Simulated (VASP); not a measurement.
CdS:

```
Cd S
1.0
     4.13333    0.00000    0.00000
    -2.06667    3.57957    0.00000
     0.00000    0.00000    5.80417
Cd S
1 1
Direct
  0.00000 0.00000 0.44269
  0.66667 0.33333 0.43431
```

Base run:

| Property | Result |
| --- | --- |
| Program | VASP 6.6.1 |
| Functional | LDA |
| Potentials or basis | VASP PAW LDA potentials, release 64 (Cd, S) |
| Cutoff | 520 eV |
| k mesh | 6 × 6 × 4 |
| Occupations | gaussian, width 0.02 eV |
| Spin | no spin polarisation |

Its results: band gap on the k mesh 1.46 eV, indirect (the least direct gap lies 3.8 meV higher); pressure 0.5 GPa.

Q: The run is repeated on the same cell with these changes: potentials or basis from VASP PAW LDA potentials, release 64 (Cd, S) to VASP PAW LDA potentials, release 64 (Cd_sv_GW, S); cutoff from 520 eV to 540 eV; further incar settings from ALGO = Normal; EDIFF = 1e-07; NBANDS = 16 to ALGO = Normal; EDIFF = 1e-06; NBANDS = 20; valence electrons from 18 to 26. What comes out?

A: Band gap on the k mesh 1.45 eV, indirect (the least direct gap lies 3.8 meV higher); pressure -0.4 GPa.

A k mesh can miss the band edges.
